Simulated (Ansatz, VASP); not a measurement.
# One calculation of Si2Mo, two programs

```
CELL_PARAMETERS angstrom
-1.60842 1.60842 3.93651
1.60842 -1.60842 3.93651
1.60842 1.60842 -3.93651
ATOMIC_POSITIONS crystal
Si 0.33510 0.33510 0.00000
Si 0.66490 0.66490 0.00000
Mo 0.96190 0.96190 0.00000
```

Alike in both runs: task single point; functional PBE; k mesh 20 × 20 × 20; occupations gaussian, width 0.15 eV; no spin polarisation.

|  | VASP | Ansatz |
| --- | --- | --- |
| version | VASP 6.6.1 | Ansatz 0.2.0 |
| potentials or method | VASP PAW PBE potentials, release 64 (Si, Mo_sv), cutoff 520 eV | scalar-relativistic, plane waves, PAW |
| valence electrons in the cell | 22 | 22 |

Ansatz gave:

```
gap on the k mesh at the Fermi level (eV)                     : none
pressure (GPa)                                                : 8.0
traceless stress, the component that is largest in VASP (GPa) : 6.14
rms of the force components (eV/Å)                            : 1.696
```

Problem. Which values does VASP return?

Solution. gap on the k mesh at the Fermi level (eV): none; pressure (GPa): 8.2; traceless stress, the component that is largest in VASP (GPa): 6.14; rms of the force components (eV/Å): 1.705.

Atom by atom the forces differ by 0.009 eV/Å (rms over components). A gap of «none» marks a metal or a gap that the smearing closes.
